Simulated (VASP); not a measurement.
Here is a VASP 6.6.1 calculation.

File INCAR:

```
SYSTEM = Re
ALGO = Normal
EDIFF = 1E-6
ENCUT = 560
GGA = PE
GGA_COMPAT = .FALSE.
ISIF = 2
ISMEAR = 0
LASPH = .TRUE.
LCHARG = .FALSE.
LREAL = .FALSE.
LWAVE = .FALSE.
NBANDS = 14
NELM = 120
PREC = Accurate
SIGMA = 0.15
```

The input KPOINTS:

```
k-points
0
G
  10 10 10
  0 0 0
```

The input POSCAR:

```
Re
1.0
    0.0000000000      2.1217502488      1.6401129423
    2.1217502488      0.0000000000      1.6401129423
    2.1217502488      2.1217502488      0.0000000000
Re
1
Direct
    0.0000000000      0.0000000000      0.0000000000
```

Potentials or basis: VASP PAW PBE potentials, release 64 (Re_sv_GW).

The run is started by

```sh
$ cat potpaw_PBE.64/Re_sv_GW/POTCAR > POTCAR
$ mpirun -np 1 vasp_std > vasp.out
```

Q: Predict the band gap on the k mesh.

A: Zero (an odd number of electrons rules out a gap without spin polarisation).

Q: Predict the pressure.

A: 7.1 GPa.

Stress tensor (GPa, compression positive):
```
6.35 0.00 0.00
0.00 6.35 0.00
0.00 0.00 8.75
```

Caveat: the cell stands under pressure; spin-orbit coupling is left out, which moves the levels of the heavy elements.
